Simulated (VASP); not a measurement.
# Cu (Fmmm) in VASP: single point with PBE

Aim: the single point of Cu with PBE.

Program: VASP 6.6.1. These are calculated values, not measurements. Logs are shortened: lines on timing, memory, paths and dates and some standing lists are left out, and cuts for length are marked.

## (1) The cell of the first run

The structure is orthorhombic, space group Fmmm (No. 69). Conventional cell: a = 2.759 Å, b = 4.163 Å, c = 4.184 Å, α = 90.00°, β = 90.00°, γ = 90.00°. Cu (site symmetry mmm) has 14 Cu at 2.50 to 2.95 Å within 3.3 Å.

## (2) Single point, PBE (strain +0.0050 x Voigt [0, 0, 0, 0, 0, 1])

The input, INCAR:

```
SYSTEM = Cu
ALGO = Fast
EDIFF = 1E-6
ENCUT = 520
GGA = PE
ISIF = 2
ISMEAR = 0
LASPH = .True.
LCHARG = .False.
LREAL = .False.
LWAVE = .False.
NBANDS = 12
NELM = 60
PREC = Accurate
SIGMA = 0.15
```

The input, KPOINTS:

```
k-points
0
Gamma
  30 30 30
  0 0 0
```

The input, POSCAR:

```
Cu
1.0
   -1.4718414175      1.4718414175      1.3795566845
    1.4718414175     -1.4718414175      1.3795566845
    1.4792190687      1.4792190687     -1.3795566845
Cu
1
Direct
    0.0000000000      0.0000000000      0.0000000000
```

Potentials or basis: VASP PAW PBE potentials, release 64 (Cu).

Command:

```
$ cat potpaw_PBE.64/Cu/POTCAR > POTCAR
$ mpirun -np 1 vasp_std > vasp.out
```

OUTCAR:

```text
SYSTEM = Cu
   EDIFF = 1E-6
   ENCUT = 520
   GGA = PE
   ISIF = 2
   ISMEAR = 0
   LASPH = .True.
   LREAL = .False.
   NELM = 60
   PREC = Accurate

 ion  position               nearest neighbor table
   1  0.000  0.000  0.000-

  LATTYP: Found a face centered orthorhombic cell.
 ALAT       =     2.7591133690
 B/A-ratio  =     1.5088166493
 C/A-ratio  =     1.5163796401

  Lattice vectors:

 A1 = (   2.9510604862,   0.0073776512,   0.0000000000)
 A2 = (   1.4792190687,   1.4792190687,   1.3795566845)
 A3 = (   1.4718414175,  -1.4718414175,   1.3795566845)

Analysis of symmetry for initial positions (statically):
=====================================================================
 Subroutine PRICEL returns:
 Original cell was already a primitive cell.

 Routine SETGRP: Setting up the symmetry group for a
 face centered orthorhombic supercell.

 Subroutine GETGRP returns: Found  8 space group operations
 (whereof  8 operations were pure point group operations)
 out of a pool of  8 trial point group operations.

The static configuration has the point symmetry D_2h.

Analysis of symmetry for dynamics (positions and initial velocities):
=====================================================================
 Subroutine PRICEL returns:
 Original cell was already a primitive cell.

 Routine SETGRP: Setting up the symmetry group for a
 face centered orthorhombic supercell.

 Subroutine GETGRP returns: Found  8 space group operations
 (whereof  8 operations were pure point group operations)
 out of a pool of  8 trial point group operations.

The dynamic configuration has the point symmetry D_2h.

 Subroutine INISYM returns: Found  8 space group operations
 (whereof  8 operations are pure point group operations),
 and found     1 'primitive' translations

----------------------------------------------------------------------------------------

                                     Primitive cell

  volume of cell :      12.0142

  direct lattice vectors                    reciprocal lattice vectors
    -1.471841418  1.471841418  1.379556685    -0.000847158  0.338863353  0.362435270
     1.471841418 -1.471841418  1.379556685     0.338863353 -0.000847158  0.362435270
     1.479219069  1.479219069 -1.379556685     0.338016194  0.338016194  0.000000000

  length of vectors
     2.497160580  2.497160580  2.505864073     0.496173775  0.496173775  0.478027086

  position of ions in fractional coordinates (direct lattice)
     0.000000000  0.000000000  0.000000000

  ion indices of the primitive-cell ions
   primitive index   ion index
                 1           1

----------------------------------------------------------------------------------------

 KPOINTS: k-points

Automatic generation of k-mesh.
 Grid dimensions read from file:
 generate k-points for:   30   30   30

 Generating k-lattice:

  Cartesian coordinates                     Fractional coordinates (reciprocal lattice)
    -0.000028239  0.011295445  0.012081176     0.033333333 -0.000000000  0.000000000
     0.011295445 -0.000028239  0.012081176    -0.000000000  0.033333333  0.000000000
     0.011267206  0.011267206  0.000000000     0.000000000  0.000000000  0.033333333

  Length of vectors
     0.016539126  0.016539126  0.015934236

  Shift w.r.t. Gamma in fractional coordinates (k-lattice)
     0.000000000  0.000000000  0.000000000

 Subroutine IBZKPT returns following result:
 ===========================================

 Found   3736 irreducible k-points:

 Following reciprocal coordinates:
            Coordinates               Weight
  0.000000  0.000000  0.000000      1.000000
  0.033333  0.000000  0.000000      8.000000
  0.066667 -0.000000  0.000000      8.000000
  0.100000 -0.000000  0.000000      8.000000
  0.133333 -0.000000  0.000000      8.000000
  0.166667 -0.000000  0.000000      8.000000
[... 16 lines left out ...]
  0.233333  0.033333  0.000000      8.000000
  0.266667  0.033333 -0.000000      8.000000
 [... further k-points ...]
   k-points           NKPTS =   3736   k-points in BZ     NKDIM =   3736   number of bands    NBANDS=     12
   number of dos      NEDOS =    301   number of ions     NIONS =      1
   total plane-waves  NPLWV =   8000
   dimension x,y,z NGX =    20 NGY =   20 NGZ =   20
   dimension x,y,z NGXF=    40 NGYF=   40 NGZF=   40
   ions per type =               1
   NGX,Y,Z   is equivalent  to a cutoff of  13.31, 13.31, 13.27 a.u.
   NGXF,Y,Z  is equivalent  to a cutoff of  26.63, 26.63, 26.54 a.u.
 SYSTEM =  Cu
   PREC   = accura    normal or accurate (medium, high low for compatibility)
   ISTART =      0    job   : 0-new  1-cont  2-samecut
   ICHARG =      2    charge: 1-file 2-atom 10-const
   ISPIN  =      1    spin polarized calculation?
   LNONCOLLINEAR =      F non collinear calculations
   LSORBIT =      F    spin-orbit coupling
   LASPH  =      T    aspherical Exc in radial PAW
   ENCUT  =  520.0 eV  38.22 Ry    6.18 a.u.   4.64  4.64  4.66*2*pi/ulx,y,z
   NELM   =     60;   NELMIN=  2; NELMDL= -5     # of ELM steps
   EDIFF  = 0.1E-05   stopping-criterion for ELM
   LREAL  =      F    real-space projection
   EDIFFG = 0.1E-04   stopping-criterion for IOM
   NSW    =      0    number of steps for IOM
   IBRION =     -1    ionic relax: 0-MD 1-quasi-New 2-CG
   NFREE  =      0    steps in history (QN), initial steepest desc. (CG)
   ISIF   =      2    stress and relaxation
   ISYM   =      2    0-nonsym 1-usesym 2-fastsym
   POTIM  = 0.5000    time-step for ionic-motion
   TEBEG  =    0.0;   TEEND  =   0.0 temperature during run
   PSTRESS=    0.0 pullay stress
   NELECT =      11.0000    total number of electrons
   NUPDOWN=      -1.0000    fix difference up-down
   EMIN   =  10.00;   EMAX   =-10.00  energy-range for DOS
   EFERMI =   0.00;   METHOD = LEGACY
   ISMEAR =     0;   SIGMA  =   0.15  broadening in eV -4-tet -1-fermi 0-gaus
   EFERMI_NEDOS =   21; number of points for ismear=-14 and -15
   IALGO  =     68    algorithm
   IMIX   =      4    mixing-type and parameters
     AMIX     =   0.40;   BMIX     =  1.00
     AMIX_MAG =   1.60;   BMIX_MAG =  1.00
  volume/ion in A,a.u.               =      12.01        81.08
  Fermi-wavevector in a.u.,A,eV,Ry     =   1.589674  3.004048 34.382780  2.527063
  Thomas-Fermi vector in A             =   2.688487
   LORBIT       =      0    0 simple, 1 ext, 2 COOP (PROOUT), +10 PAW based schemes
   GGA     = PE    functional components
   LHFCALC =     F    Hartree Fock is set to
   AEXX    =    0.0000 exact exchange contribution
   IVDW    =     0    specifies the selected vdW correction
   LEPSILON=     F    determine dielectric tensor
   LRPA    =     F    only Hartree local field effects (RPA)
 non-spin polarized calculation
 RMM-DIIS sequential band-by-band and
 Gauss-broadening in eV      SIGMA  =   0.15
  energy-cutoff  :      520.00
  volume of cell :       12.01
 maximum number of plane-waves:       338
   NGX =  9   NGY =  9   NGZ =  9

 number of electron      10.9999992 magnetization

 Free energy of the ion-electron system (eV)
  ---------------------------------------------------
  ext. energy  EPLUGINS =         0.00000000
  ---------------------------------------------------
  free energy    TOTEN  =        -3.69419585 eV

  energy without entropy =       -3.68996955  energy(sigma->0) =       -3.69208270

 E-fermi :   7.3782     XC(G=0): -12.6276

 val. band max:        7.3773429137   @ k =  -0.2000  -0.3667   0.2667
 cond. band min:       7.3791400210   @ k =  -0.0333  -0.4667   0.2333
 fundamental gap:      0.0017971073
 Fermi energy:         7.3781583717

 k-point     1 :       0.0000    0.0000    0.0000
  band No.  band energies     occupation
      1      -1.8406      2.00000
      2       4.1638      2.00000
      3       4.4091      2.00000
      4       4.4407      2.00000
      5       5.1518      2.00000
      6       5.4285      2.00000
      7      31.3651      0.00000
      8      31.6054      0.00000
      9      33.3509      0.00000
     10      35.2458      0.00000
     11      35.3005      0.00000
     12      35.3250      0.00000

 k-point     2 :       0.0333    0.0000    0.0000
  band No.  band energies     occupation
      1      -1.7971      2.00000
      2       4.1686      2.00000
      3       4.4098      2.00000
      4       4.4414      2.00000
      5       5.1528      2.00000
      6       5.4219      2.00000
      7      31.1759      0.00000
      8      31.4232      0.00000
      9      32.9020      0.00000
     10      34.5267      0.00000
     11      34.7153      0.00000
     12      35.1202      0.00000

 k-point     3 :       0.0667   -0.0000    0.0000
  band No.  band energies     occupation
      1      -1.6671      2.00000
      2       4.1762      2.00000
      3       4.4118      2.00000
      4       4.4501      2.00000
      5       5.1558      2.00000
      6       5.4035      2.00000
      7      30.5299      0.00000
      8      30.9745      0.00000
      9      31.7443      0.00000
     10      33.5432      0.00000
     11      34.0939      0.00000
     12      34.7964      0.00000
[... 286 lines left out ...]
 k-point    23 :       0.2333    0.0333    0.0000
  band No.  band energies     occupation
      1       0.4714      2.00000
      2       3.9074      2.00000
      3       4.2908      2.00000
      4       5.1083      2.00000
      5       5.2250      2.00000
      6       5.3472      2.00000
      7      21.2367      0.00000
      8      26.5857      0.00000
      9      27.2769      0.00000
     10      29.5991      0.00000
     11      31.7902      0.00000
     12      36.1608      0.00000

 k-point    24 :       0.2667    0.0333   -0.0000
  band No.  band energies     occupation
      1       1.0097      2.00000
      2       3.8303      2.00000
      3       4.3291      2.00000
      4       5.2232      2.00000
      5       5.2962      2.00000
      6       5.3873      2.00000
      7      19.5456      0.00000
      8      25.9671      0.00000
      9      26.4988      0.00000
     10      29.2606      0.00000
     11      31.5658      0.00000
     12      36.7494      0.00000

 [... further k-points ...]

------------------------ aborting loop because EDIFF is reached ----------------------------------------

  FORCE on cell =-STRESS in cart. coord.  units (eV):
  Direction    XX          YY          ZZ          XY          YZ          ZX
  --------------------------------------------------------------------------------------
  -------------------------------------------------------------------------------------
  Total        0.0451513      0.0451513      0.0533459     -0.0379555      0.0000000      0.0000000
  in kB        6.0212659      6.0212659      7.1140770     -5.0616501      0.0000000      0.0000000
  external PRESSURE =       6.3855363 kB  Pullay stress =       0.0000000 kB

 VOLUME and BASIS-vectors are now :
 -----------------------------------------------------------------------------
  energy-cutoff  :      520.00
  volume of cell :       12.01
      direct lattice vectors                 reciprocal lattice vectors
    -1.471841418  1.471841418  1.379556685    -0.000847158  0.338863353  0.362435270
     1.471841418 -1.471841418  1.379556685     0.338863353 -0.000847158  0.362435270
     1.479219069  1.479219069 -1.379556685     0.338016194  0.338016194  0.000000000

 POSITION                                       TOTAL-FORCE (eV/Angst)
 -----------------------------------------------------------------------------------
      0.00000      0.00000      0.00000        -0.000000      0.000000      0.000000
 -----------------------------------------------------------------------------------
    total drift:                                0.000000     -0.000000      0.000000

  FREE ENERGIE OF THE ION-ELECTRON SYSTEM (eV)
  ---------------------------------------------------
  free  energy   TOTEN  =        -3.6941958493 eV

  energy  without entropy=       -3.6899695480  energy(sigma->0) =       -3.69208270
```

Wall time 7.6 min (1 thread of Intel Xeon Platinum 8259CL at 2.50GHz (Skylake/Cascade Lake), shared host); peak memory 0.6 GiB.

What came out:

```yaml
Free_energy: -3.6942 eV
Pressure: 0.6 GPa
Band_gap_on_the_k_mesh: zero (an odd number of electrons rules out a gap without spin polarisation)
```

Stress tensor (GPa, compression positive):
```
 0.60 -0.51  0.00
-0.51  0.60  0.00
 0.00  0.00  0.71
```

Levels at points of the mesh, in eV from the Fermi level:
```
           k point  band 2  band 3  band 4  band 5  band 6  band 7  band 8  band 9  band 10  band 11
(0.00, 0.00, 0.00)   -3.21   -2.97   -2.94   -2.23   -1.95   23.99   24.23   25.97    27.87    27.92
(0.50, 0.00, 0.00)   -3.84   -2.10   -1.84   -1.36   -0.36    4.52   16.68   16.87    20.65    23.48
(0.50, 0.50, 0.00)   -3.51   -2.31   -2.04   -1.38   -0.83    3.84   18.54   18.65    22.24    24.98
(0.00, 0.00, 0.50)   -3.53   -2.30   -2.03   -1.39   -0.90    3.74   18.61   18.75    22.32    25.07
(0.50, 0.50, 0.50)   -4.51   -1.55   -1.53   -1.48    7.30    7.33    9.86   12.82    13.42    16.35
```

Caveat: the cell differs from its parent crystal (strain +0.0050 x Voigt [0, 0, 0, 0, 0, 1]).
